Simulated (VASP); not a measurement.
Here is a VASP 6.6.1 calculation.

File INCAR:

```
ALGO = Normal
EDIFF = 1E-6
ENCUT = 600
GGA = PE
GGA_COMPAT = F
ISIF = 2
ISMEAR = -1
ISPIN = 2
LASPH = T
LCHARG = F
LORBIT = 11
LREAL = Auto
LWAVE = F
MAGMOM = 0 0 0 0 0 0 0 0 0 0 0 0 0 0 0 0 0 0 0 0 0 0 0 0 0 0 0 0 0 0 0 0
NBANDS = 90
NELM = 200
PREC = Accurate
SIGMA = 0.01
```

KPOINTS

```
Automatic mesh
0
Gamma
  2 2 2
  0.5 0.5 0.5
```

POSCAR

```
BN
1.0
   -3.6241103800      3.6241103800     -3.6241103800
    3.6241103800      3.6241103800      3.6241103800
    3.6241103800     -3.6241103800     -3.6241103800
B N
16 16
Direct
    0.0000000000      0.0000000000      0.0000000000
    0.0000000000      0.2500000000      0.7500000000
    0.0000000000      0.5000000000      0.5000000000
    0.0000000000      0.7500000000      0.2500000000
    0.2500000000      0.0000000000      0.7500000000
    0.2500000000      0.2500000000      0.5000000000
    0.2500000000      0.5000000000      0.2500000000
    0.2500000000      0.7500000000      0.0000000000
    0.5000000000      0.0000000000      0.5000000000
    0.5000000000      0.2500000000      0.2500000000
    0.5000000000      0.5000000000      0.0000000000
    0.5000000000      0.7500000000      0.7500000000
    0.7500000000      0.0000000000      0.2500000000
    0.7500000000      0.2500000000      0.0000000000
    0.7500000000      0.5000000000      0.7500000000
    0.7500000000      0.7500000000      0.5000000000
    0.0000000000      0.0000000000      0.2500000000
    0.0000000000      0.2500000000      0.0000000000
    0.0000000000      0.5000000000      0.7500000000
    0.0000000000      0.7500000000      0.5000000000
    0.2500000000      0.0000000000      0.0000000000
    0.2500000000      0.2500000000      0.7500000000
    0.2500000000      0.5000000000      0.5000000000
    0.2500000000      0.7500000000      0.2500000000
    0.5000000000      0.0000000000      0.7500000000
    0.5000000000      0.2500000000      0.5000000000
    0.5000000000      0.5000000000      0.2500000000
    0.5000000000      0.7500000000      0.0000000000
    0.7500000000      0.0000000000      0.5000000000
    0.7500000000      0.2500000000      0.2500000000
    0.7500000000      0.5000000000      0.0000000000
    0.7500000000      0.7500000000      0.7500000000
```

Potentials or basis: VASP PAW PBE potentials, release 64 (B, N).

Command:

```sh
$ cat potpaw_PBE.64/B/POTCAR potpaw_PBE.64/N/POTCAR > POTCAR
$ mpirun -np 1 vasp_std > vasp.out
```

(1) Predict the pressure.

(2) Estimate the net moment.

(3) Estimate the band gap on the k mesh.

Results:

(1) 0.1 GPa.

(2) 0.00 μB per cell.

(3) 6.29 eV.

Caveat: the k points lie up to 0.61 Å⁻¹ apart; a shifted mesh leaves out Γ, where band edges can lie.
